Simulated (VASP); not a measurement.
Al3GaN4: single point with r2SCAN

Crystal: Al3GaN4.

```
Al Ga N
1.0
     4.40124    0.00000    0.00000
     0.00000    4.40124    0.00000
     0.00000    0.00000    4.40124
Al Ga N
3 1 4
Direct
  0.50000 0.50000 0.00000
  0.50000 0.00000 0.50000
  0.00000 0.50000 0.50000
  0.00000 0.00000 0.00000
  0.74446 0.74446 0.25554
  0.74446 0.25554 0.74446
  0.25554 0.74446 0.74446
  0.25554 0.25554 0.25554
```

```yaml
Program: VASP 6.6.1
Task: single point
Functional: r2SCAN
Potentials_or_basis: VASP PAW PBE potentials, release 64 (Al, Ga_d, N)
Cutoff: 520 eV
k_mesh: 6 × 6 × 6
Occupations: gaussian, width 0.01 eV
Spin: no spin polarisation
```

```yaml
Pressure: 0.0 GPa
Largest_force: 0.076 eV/Å
Band_gap_on_the_k_mesh: 4.00 eV
```

Forces in eV/Å, atoms in the order of the input:
```
Al   0.000  0.000  0.000
Al   0.000  0.000  0.000
Al   0.000  0.000  0.000
Ga   0.000  0.000  0.000
N   -0.044 -0.044  0.044
N   -0.044  0.044 -0.044
N    0.044 -0.044 -0.044
N    0.044  0.044  0.044
```

Levels at points of the mesh, in eV from the valence-band top:
```
           k point  band 17  band 18  band 19  band 20  band 21  band 22  band 23  band 24  band 25  band 26
(0.00, 0.00, 0.00)    -2.03    -2.03     0.00     0.00     0.00     4.00     4.00     4.00     4.11     7.78
(0.50, 0.00, 0.00)    -2.65    -1.26    -1.26    -0.95    -0.95     6.27     6.31     6.78     6.78     9.30
(0.50, 0.50, 0.00)    -2.57    -0.88    -0.58    -0.53    -0.53     8.04     8.30     8.30     8.55     8.83
(0.50, 0.50, 0.50)    -0.63    -0.63    -0.36    -0.36    -0.36     6.19     7.80     7.80     7.80    10.40
```

It took 2.8 min on 1 thread of Intel(R) Xeon(R) Platinum 8375C CPU @ 2.90GHz (Ice Lake), with other jobs on the host, peak memory 0.24 GiB.

Caveat: the PAW data sets were made with another functional, which shifts forces and pressure a little. A k mesh can miss the band edges.
